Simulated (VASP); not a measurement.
# SnSe (CsCl type) (Pm-3m) in VASP: notebook, part 3 of 3

VASP 6.6.1. Earlier steps stand in the parts before.

## (6) Single point, PBE (volume scaled by 0.5)

Contents of INCAR:

```
SYSTEM = SnSe
PREC = Accurate
ENCUT = 520
EDIFF = 1E-6
ISMEAR = -1
SIGMA = 0.1
LREAL = .FALSE.
LASPH = .TRUE.
NELM = 80
ALGO = Normal
ISIF = 2
LWAVE = .FALSE.
LCHARG = .TRUE.
GGA = PE
LELF = .TRUE.
LVHAR = .TRUE.
NBANDS = 17
```

Contents of KPOINTS:

```
regular mesh
0
G
  14 14 14
  0 0 0
```

Contents of POSCAR:

```
SnSe
1.0
    2.9208544810      0.0000000000      0.0000000000
    0.0000000000      2.9208544810      0.0000000000
    0.0000000000      0.0000000000      2.9208544810
Sn Se
1 1
Direct
    0.0000000000      0.0000000000      0.0000000000
    0.5000000000      0.5000000000      0.5000000000
```

Potentials or basis: VASP PAW PBE potentials, release 64 (Sn_d, Se).

Run with:

```console
$ cat potpaw_PBE.64/Sn_d/POTCAR potpaw_PBE.64/Se/POTCAR > POTCAR
$ mpirun -np 1 vasp_std > vasp.out
```

OUTCAR:

```text
SYSTEM = SnSe
   PREC = Accurate
   ENCUT = 520
   EDIFF = 1E-6
   ISMEAR = -1
   LREAL = .FALSE.
   LASPH = .TRUE.
   NELM = 80
   ISIF = 2
   GGA = PE

 ion  position               nearest neighbor table
   1  0.000  0.000  0.000-   2 2.53   2 2.53   2 2.53   2 2.53   2 2.53   2 2.53   2 2.53   2 2.53

   2  0.500  0.500  0.500-   1 2.53   1 2.53   1 2.53   1 2.53   1 2.53   1 2.53   1 2.53   1 2.53

  LATTYP: Found a simple cubic cell.
 ALAT       =     2.9208544810

  Lattice vectors:

 A1 = (   2.9208544810,   0.0000000000,   0.0000000000)
 A2 = (   0.0000000000,   2.9208544810,   0.0000000000)
 A3 = (   0.0000000000,   0.0000000000,   2.9208544810)

Analysis of symmetry for initial positions (statically):
=====================================================================
 Subroutine PRICEL returns:
 Original cell was already a primitive cell.

 Routine SETGRP: Setting up the symmetry group for a
 simple cubic supercell.

 Subroutine GETGRP returns: Found 48 space group operations
 (whereof 48 operations were pure point group operations)
 out of a pool of 48 trial point group operations.

The static configuration has the point symmetry O_h .

Analysis of symmetry for dynamics (positions and initial velocities):
=====================================================================
 Subroutine PRICEL returns:
 Original cell was already a primitive cell.

 Routine SETGRP: Setting up the symmetry group for a
 simple cubic supercell.

 Subroutine GETGRP returns: Found 48 space group operations
 (whereof 48 operations were pure point group operations)
 out of a pool of 48 trial point group operations.

The dynamic configuration has the point symmetry O_h .

 Subroutine INISYM returns: Found 48 space group operations
 (whereof 48 operations are pure point group operations),
 and found     1 'primitive' translations

[... 109 lines left out ...]
   ISMEAR =    -1;   SIGMA  =   0.10  broadening in eV -4-tet -1-fermi 0-gaus
   EFERMI_NEDOS =   21; number of points for ismear=-14 and -15
   IALGO  =     38    algorithm
   IMIX   =      4    mixing-type and parameters
     AMIX     =   0.40;   BMIX     =  1.00
     AMIX_MAG =   1.60;   BMIX_MAG =  1.00
  volume/ion in A,a.u.               =      12.46        84.08
  Fermi-wavevector in a.u.,A,eV,Ry     =   1.521394  2.875017 31.492567  2.314638
  Thomas-Fermi vector in A             =   2.630115
   LORBIT       =      0    0 simple, 1 ext, 2 COOP (PROOUT), +10 PAW based schemes
   GGA     = PE    functional components
   LHFCALC =     F    Hartree Fock is set to
   AEXX    =    0.0000 exact exchange contribution
   IVDW    =     0    specifies the selected vdW correction
   LEPSILON=     F    determine dielectric tensor
   LRPA    =     F    only Hartree local field effects (RPA)
 non-spin polarized calculation
  energy-cutoff  :      520.00
  volume of cell :       24.92
 maximum number of plane-waves:       691
 NGX is ok and might be reduce to    24
   NGX = 11   NGY = 11   NGZ = 11

 number of electron      19.9999998 magnetization

 Free energy of the ion-electron system (eV)
  ---------------------------------------------------
  ext. energy  EPLUGINS =         0.00000000
  ---------------------------------------------------
  free energy    TOTEN  =        -0.91605218 eV

  energy without entropy =       -0.90375795  energy(sigma->0) =       -0.90990506

 E-fermi :  18.0148     XC(G=0): -13.7642

 val. band max:       17.8992385581   @ k =   0.4286   0.3571   0.2143
 cond. band min:      18.0374546699   @ k =   0.4286   0.3571   0.2857
 fundamental gap:      0.1382161118
 Fermi energy:        18.0148278220

 k-point     1 :       0.0000    0.0000    0.0000
  band No.  band energies     occupation
      1      -5.5365      2.00000
      2      -5.5365      2.00000
      3      -4.8967      2.00000
      4      -4.8967      2.00000
      5      -4.8967      2.00000
      6      -3.6701      2.00000
[... 457 lines left out ...]
      4      -5.0346      2.00000
      5      -4.9644      2.00000
      6      -0.5854      2.00000
[... 9 lines left out ...]
     16      30.7458      0.00000
     17      30.9809      0.00000

 [... further k-points ...]

------------------------ aborting loop because EDIFF is reached ----------------------------------------

  FORCE on cell =-STRESS in cart. coord.  units (eV):
  Direction    XX          YY          ZZ          XY          YZ          ZX
  --------------------------------------------------------------------------------------
  -------------------------------------------------------------------------------------
  Total       26.5075937     26.5075937     26.5075937      0.0000000     -0.0000000      0.0000000
  in kB     1704.3199422   1704.3199422   1704.3199422      0.0000000     -0.0000000      0.0000000
  external PRESSURE =    1704.3199422 kB  Pullay stress =       0.0000000 kB

 VOLUME and BASIS-vectors are now :
 -----------------------------------------------------------------------------
  energy-cutoff  :      520.00
  volume of cell :       24.92
      direct lattice vectors                 reciprocal lattice vectors
     2.920854481  0.000000000  0.000000000     0.342365567  0.000000000  0.000000000
     0.000000000  2.920854481  0.000000000     0.000000000  0.342365567  0.000000000
     0.000000000  0.000000000  2.920854481     0.000000000  0.000000000  0.342365567

 POSITION                                       TOTAL-FORCE (eV/Angst)
 -----------------------------------------------------------------------------------
      0.00000      0.00000      0.00000         0.000000      0.000000      0.000000
      1.46043      1.46043      1.46043         0.000000      0.000000      0.000000
 -----------------------------------------------------------------------------------
    total drift:                                0.000000      0.000000      0.000000

  FREE ENERGIE OF THE ION-ELECTRON SYSTEM (eV)
  ---------------------------------------------------
  free  energy   TOTEN  =        -0.9160521783 eV

  energy  without entropy=       -0.9037579498  energy(sigma->0) =       -0.90990506
```

It took 23 s on 1 thread of Intel Xeon Platinum 8259CL at 2.50GHz (Skylake/Cascade Lake), shared host; peak memory 0.18 GiB.

Results:

```
Free energy            : -0.9161 eV
Pressure               : 170.4 GPa
Band gap on the k mesh : zero (band 10 reaches 20.61 eV, above the bottom of band 11 at 13.02 eV)
```

Caveat: spin-orbit coupling is left out, which moves the levels of the heavy elements.

## (7) Summary

| level | cell | gap on the mesh (eV) | pressure (GPa) |
| --- | --- | --- | --- |
| PBE | a = 2.711 Å, 2 atoms | none | 383.2 |
| PBE+D3(BJ) | a = 2.711 Å, 2 atoms | none | 366.8 |
| PBE | a = 2.921 Å, 2 atoms | none | 170.4 |

Alike in all rows: task single point; potentials or basis VASP PAW PBE potentials, release 64 (Sn_d, Se); no spin polarisation; k mesh 14 × 14 × 14; cutoff (eV) 520; smearing fermi-dirac 0.1 eV.

Caveats: spin-orbit coupling is left out, which moves the levels of the heavy elements; pairwise dispersion overbinds metals, which lowers pressure and volume (some runs).

Total energies depend on the potentials used, so only differences within one code and one set of settings carry meaning.
